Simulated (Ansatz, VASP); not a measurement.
# VN2: VASP beside Ansatz

```xyz
6
Lattice="-2.1534 2.1534 2.4842 2.1534 -2.1534 2.4842 2.1534 2.1534 -2.4842" Properties=species:S:1:pos:R:3 pbc="T T T"
V     0.0000    0.0000    1.2421
V     0.0000    0.0000    3.7264
N     2.6425    0.4891    0.0000
N     1.6642    0.4891    2.4842
N    -0.4891    1.6642    2.4842
N     0.4891    1.6642    0.0000
```

Alike in both runs: functional PBE; k mesh 12 × 12 × 12; occupations gaussian, width 0.1 eV; no spin polarisation.

Ansatz relaxed the structure, and its values are those at the end. VASP's run is a single point on that final structure, the one shown.

```csv
,VASP,Ansatz
version,VASP 6.6.1,Ansatz 0.2.0
potentials or method,"VASP PAW PBE potentials, release 64 (V_sv, N), cutoff 520 eV","scalar-relativistic, plane waves, PAW"
valence electrons in the cell,46,46
```

VASP gave:

| Item | Value |
| --- | --- |
| gap on the k mesh at the Fermi level (eV) | none |
| pressure (GPa) | 0.6 |
| rms of the force components (eV/Å) | 0.022 |

Question: What did Ansatz give for the same quantities?

Answer: gap on the k mesh at the Fermi level (eV): none; pressure (GPa): 0.0; rms of the force components (eV/Å): 0.000.

A gap of «none» marks a metal or a gap that the smearing closes.
